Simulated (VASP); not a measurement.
# AlIn2N3 (Cmc2_1) in VASP: a series of runs, part 2 of 2

VASP 6.6.1. Earlier steps stand in the parts before.

## 4. Single point, PBEsol (volume scaled by 0.94, then relaxed in part)

INCAR reads:

```
SYSTEM = AlIn2N3
PREC     = Accurate       ! precision mode
ENCUT    = 520            ! plane-wave cutoff, eV
EDIFF    = 1E-7           ! SCF threshold, eV
ISMEAR   = 0              ! smearing method
SIGMA    = 0.02           ! smearing width, eV
LREAL    = .FALSE.        ! projectors in reciprocal space
LASPH    = .TRUE.         ! aspherical terms in the spheres
NELM     = 60             ! most SCF steps
ALGO     = Normal         ! electronic algorithm
ISIF     = 2              ! what is computed and relaxed
LWAVE    = .FALSE.        ! write WAVECAR
LCHARG   = .FALSE.        ! write CHGCAR
GGA      = PS             ! functional
NBANDS   = 56             ! bands
```

KPOINTS reads:

```
Automatic mesh
0
G
  6 6 6
  0 0 0
```

POSCAR reads:

```
AlIn2N3
1.0
    4.9961365660     -2.8723677003      0.0000000000
    4.9961365660      2.8723677003      0.0000000000
    0.0000000000      0.0000000000      5.3251361396
Al In N
2 4 6
Direct
    0.3399144283      0.6600855717      0.9891006968
    0.6600855717      0.3399144283      0.4891006968
    0.9868323715      0.3366796104      0.9867153202
    0.6633203896      0.0131676285      0.9867153202
    0.0131676285      0.6633203896      0.4867153202
    0.3366796104      0.9868323715      0.4867153202
    0.9714036745      0.3318709475      0.3857789192
    0.6681290525      0.0285963255      0.3857789192
    0.0285963255      0.6681290525      0.8857789192
    0.3318709475      0.9714036745      0.8857789192
    0.3683999656      0.6316000344      0.3379108245
    0.6316000344      0.3683999656      0.8379108245
```

Potentials or basis: VASP PAW PBE potentials, release 64 (Al, In_d, N).

Started as:

```sh
> cat potpaw_PBE.64/Al/POTCAR potpaw_PBE.64/In_d/POTCAR potpaw_PBE.64/N/POTCAR > POTCAR
> mpirun -np 1 vasp_std > vasp.out
```

OUTCAR:

```text
SYSTEM = AlIn2N3
   PREC = Accurate
   ENCUT = 520
   EDIFF = 1E-7
   ISMEAR = 0
   LREAL = .FALSE.
   LASPH = .TRUE.
   NELM = 60
   ISIF = 2
   GGA = PS

 ion  position               nearest neighbor table
   1  0.340  0.660  0.989-   9 1.85  10 1.85  12 1.86  11 1.86   3 3.22   4 3.22   2 3.24   2 3.24
                             5 3.25   6 3.25   6 3.27   5 3.27   3 3.37   4 3.37   4 3.38   3 3.38
   2  0.660  0.340  0.489-   7 1.85   8 1.85  11 1.86  12 1.86   6 3.22   5 3.22   1 3.24   1 3.24
                             3 3.25   4 3.25   4 3.27   3 3.27   5 3.37   6 3.37   6 3.38   5 3.38
   3  0.987  0.337  0.987-   9 2.11  10 2.11  12 2.12   7 2.13   1 3.22   4 3.23   2 3.25   2 3.27
                             5 3.31   5 3.31   6 3.34   6 3.34   1 3.37   4 3.37   4 3.37   1 3.38
   4  0.663  0.013  0.987-  10 2.11   9 2.11  12 2.12   8 2.13   1 3.22   3 3.23   2 3.25   2 3.27
                             6 3.31   6 3.31   5 3.34   5 3.34   1 3.37   3 3.37   3 3.37   1 3.38
   5  0.013  0.663  0.487-   7 2.11   8 2.11  11 2.12   9 2.13   2 3.22   6 3.23   1 3.25   1 3.27
                             3 3.31   3 3.31   4 3.34   4 3.34   2 3.37   6 3.37   6 3.37   2 3.38
   6  0.337  0.987  0.487-   8 2.11   7 2.11  11 2.12  10 2.13   2 3.22   5 3.23   1 3.25   1 3.27
                             4 3.31   4 3.31   3 3.34   3 3.34   2 3.37   5 3.37   5 3.37   2 3.38
   7  0.971  0.332  0.386-   2 1.85   5 2.11   6 2.11   3 2.13
   8  0.668  0.029  0.386-   2 1.85   6 2.11   5 2.11   4 2.13
   9  0.029  0.668  0.886-   1 1.85   3 2.11   4 2.11   5 2.13
  10  0.332  0.971  0.886-   1 1.85   4 2.11   3 2.11   6 2.13
  11  0.368  0.632  0.338-   2 1.86   1 1.86   5 2.12   6 2.12
  12  0.632  0.368  0.838-   1 1.86   2 1.86   3 2.12   4 2.12

  LATTYP: Found a base centered orthorhombic cell.
 ALAT       =     5.7447354006
 B/A-ratio  =     1.7393791768
 C/A-ratio  =     0.9269593407

  Lattice vectors:

 A1 = (  -4.9961365660,  -2.8723677003,   0.0000000000)
 A2 = (   4.9961365660,  -2.8723677003,   0.0000000000)
 A3 = (   0.0000000000,   0.0000000000,   5.3251361396)

Analysis of symmetry for initial positions (statically):
=====================================================================
 Subroutine PRICEL returns:
 Original cell was already a primitive cell.
[... 184 lines left out ...]

 Free energy of the ion-electron system (eV)
  ---------------------------------------------------
  ext. energy  EPLUGINS =         0.00000000
  ---------------------------------------------------
  free energy    TOTEN  =       -77.17026017 eV

  energy without entropy =      -77.17026017  energy(sigma->0) =      -77.17026017

 E-fermi :   7.1933     XC(G=0): -11.4160

 val. band max:        7.0837017833   @ k =   0.0000   0.0000   0.0000
 cond. band min:       8.2996867400   @ k =   0.0000   0.0000   0.0000
 fundamental gap:      1.2159849567
 Fermi energy:         7.1932628326

 k-point     1 :       0.0000    0.0000    0.0000
  band No.  band energies     occupation
      1      -8.0264      2.00000
      2      -7.7458      2.00000
      3      -7.5258      2.00000
      4      -7.5171      2.00000
      5      -7.3390      2.00000
      6      -7.1493      2.00000
[... 1405 lines left out ...]
     55      15.7051      0.00000
     56      16.0215      0.00000

 [... further k-points ...]

------------------------ aborting loop because EDIFF is reached ----------------------------------------

  FORCE on cell =-STRESS in cart. coord.  units (eV):
  Direction    XX          YY          ZZ          XY          YZ          ZX
  --------------------------------------------------------------------------------------
  -------------------------------------------------------------------------------------
  Total       10.6793111     10.7119790     10.7078977      0.0000000      0.0000000      0.0000000
  in kB      111.9486281    112.2910777    112.2482938      0.0000000      0.0000000      0.0000000
  external PRESSURE =     112.1626665 kB  Pullay stress =       0.0000000 kB

 VOLUME and BASIS-vectors are now :
 -----------------------------------------------------------------------------
  energy-cutoff  :      520.00
  volume of cell :      152.84
      direct lattice vectors                 reciprocal lattice vectors
     4.996136566 -2.872367700  0.000000000     0.100077328 -0.174072421  0.000000000
     4.996136566  2.872367700  0.000000000     0.100077328  0.174072421  0.000000000
     0.000000000  0.000000000  5.325136140     0.000000000  0.000000000  0.187788626

 POSITION                                       TOTAL-FORCE (eV/Angst)
 -----------------------------------------------------------------------------------
      4.99614      0.91965      5.26710        -0.000000      0.001117      0.004579
      4.99614     -0.91965      2.60453        -0.000000     -0.001117      0.004579
      6.61245     -1.86748      5.25439        -0.000752     -0.001031     -0.004025
      3.37983     -1.86748      5.25439         0.000752     -0.001031     -0.004025
      3.37983      1.86748      2.59183         0.000752      0.001031     -0.004025
      6.61245      1.86748      2.59183        -0.000752      0.001031     -0.004025
      6.51134     -1.83697      2.05433        -0.013749      0.009934      0.009862
      3.48094     -1.83697      2.05433         0.013749      0.009934      0.009862
      3.48094      1.83697      4.71689         0.013749     -0.009934      0.009862
      6.51134      1.83697      4.71689        -0.013749     -0.009934      0.009862
      4.99614      0.75601      1.79942        -0.000000     -0.015970     -0.016252
      4.99614     -0.75601      4.46199        -0.000000      0.015970     -0.016252
 -----------------------------------------------------------------------------------
    total drift:                                0.000000      0.000000      0.001286

  FREE ENERGIE OF THE ION-ELECTRON SYSTEM (eV)
  ---------------------------------------------------
  free  energy   TOTEN  =       -77.1702601659 eV

  energy  without entropy=      -77.1702601659  energy(sigma->0) =      -77.17026017
```

OSZICAR:

```text
N       E                     dE             d eps       ncg     rms          rms(c)
DAV:   1     0.109108259289E+04    0.10911E+04   -0.39760E+04  5944   0.208E+03
DAV:   2     0.137056932232E+03   -0.95403E+03   -0.90831E+03  5960   0.580E+02
DAV:   3    -0.729774936821E+02   -0.21003E+03   -0.20299E+03  6736   0.242E+02
DAV:   4    -0.912215883020E+02   -0.18244E+02   -0.18106E+02  7992   0.756E+01
DAV:   5    -0.915580689162E+02   -0.33648E+00   -0.33604E+00  7752   0.117E+01    0.253E+01
DAV:   6    -0.768897100787E+02    0.14668E+02   -0.47824E+01  9448   0.695E+01    0.210E+01
DAV:   7    -0.773603650440E+02   -0.47065E+00   -0.76634E+00  6680   0.132E+01    0.566E+00
DAV:   8    -0.772285653616E+02    0.13180E+00   -0.55015E-01  9192   0.599E+00    0.410E+00
DAV:   9    -0.771721671182E+02    0.56398E-01   -0.11536E-01  9272   0.393E+00    0.673E-01
DAV:  10    -0.771699382459E+02    0.22289E-02   -0.19362E-02  9056   0.140E+00    0.523E-01
DAV:  11    -0.771700909336E+02   -0.15269E-03   -0.47177E-03  9152   0.412E-01    0.324E-01
DAV:  12    -0.771702348368E+02   -0.14390E-03   -0.55457E-04  8888   0.162E-01    0.152E-01
DAV:  13    -0.771702605863E+02   -0.25750E-04   -0.19106E-04  8640   0.156E-01    0.579E-02
DAV:  14    -0.771702601001E+02    0.48620E-06   -0.34847E-05  8504   0.399E-02    0.385E-02
DAV:  15    -0.771702602176E+02   -0.11752E-06   -0.66566E-06  7936   0.123E-02    0.143E-02
DAV:  16    -0.771702601659E+02    0.51750E-07   -0.96188E-07  7968   0.683E-03
   1 F= -.77170260E+02 E0= -.77170260E+02  d E =-.484433E-17
```

Run time: 8.1 min. Hardware: 1 thread of Intel Xeon Platinum 8375C at 2.90GHz (Ice Lake), shared host; peak memory 0.51 GiB.

What came out:

| Item | Value |
| --- | --- |
| Free energy | -77.1703 eV |
| Pressure | 11.2 GPa |
| Largest force | 0.023 eV/Å |
| Band gap on the k mesh | 1.22 eV, direct |

Forces in eV/Å, atoms in the order of the input:
```
Al   0.000  0.001  0.005
Al   0.000 -0.001  0.005
In  -0.001 -0.001 -0.004
In   0.001 -0.001 -0.004
In   0.001  0.001 -0.004
In  -0.001  0.001 -0.004
N   -0.014  0.010  0.010
N    0.014  0.010  0.010
N    0.014 -0.010  0.010
N   -0.014 -0.010  0.010
N    0.000 -0.016 -0.016
N    0.000  0.016 -0.016
```

Caveat: the PAW data sets were made with another functional, which shifts forces and pressure a little; spin-orbit coupling is left out, which moves the levels of the heavy elements.

## 5. Overview

```csv
cell,gap on the mesh (eV),pressure (GPa),largest force (eV/Å)
"a = 5.820, b = 5.820, c = 5.386 Å, angles 90.0, 90.0, 59.8°, 12 atoms",1.08,5.2,0.03
"a = 5.700, b = 5.700, c = 5.282 Å, angles 90.0, 90.0, 59.8°, 12 atoms",1.32,17.6,0.02
"a = 5.763, b = 5.763, c = 5.325 Å, angles 90.0, 90.0, 59.8°, 12 atoms",1.22,11.2,0.02
```

Alike in all rows: task single point; level PBEsol; potentials or basis VASP PAW PBE potentials, release 64 (Al, In_d, N); no spin polarisation; k mesh 6 × 6 × 6; cutoff (eV) 520; smearing gaussian 0.02 eV.

Caveats: the PAW data sets were made with another functional, which shifts forces and pressure a little; spin-orbit coupling is left out, which moves the levels of the heavy elements.

Total energies depend on the potentials used, so only differences within one code and one set of settings carry meaning.
